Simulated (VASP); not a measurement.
Runs of VASP 6.6.1 on ZrB2. The structure is that of space group P6/mmm (No. 191), or close to it. The cells are those of the table. 

| cell | gap on the mesh (eV) | pressure (GPa) |
| --- | --- | --- |
| a = 3.106, b = 3.106, c = 3.470 Å, angles 90.0, 90.0, 120.0°, 3 atoms | none | 17.0 |
| a = 3.167, b = 3.167, c = 3.551 Å, angles 90.0, 90.0, 120.0°, 3 atoms | none | (a) |
| a = 3.196, b = 3.196, c = 3.592 Å, angles 90.0, 90.0, 120.0°, 3 atoms | none | -6.7 |
| a = 3.225, b = 3.225, c = 3.632 Å, angles 90.0, 90.0, 120.0°, 3 atoms | none | -12.5 |
| a = 3.137, b = 3.137, c = 3.511 Å, angles 90.0, 90.0, 120.0°, 3 atoms | none | (b) |

Alike in all rows: task single point; level r2SCAN; potentials or basis VASP PAW PBE potentials, release 64 (Zr_sv, B); no spin polarisation; k mesh 18 × 18 × 12; cutoff (eV) 520; smearing gaussian 0.1 eV.

**Question.** Estimate the missing entries.

**Answer.** (a) 0.1; (b) 7.9.

Caveats: the PAW data sets were made with another functional, which shifts forces and pressure a little; the cell stands under pressure (at least some runs); the cell stands under tension (at least some runs).

A k mesh can miss the band edges, and the runs leave out spin-orbit coupling on Zr.

A gap of «none» marks levels without a gap at the run's occupations.
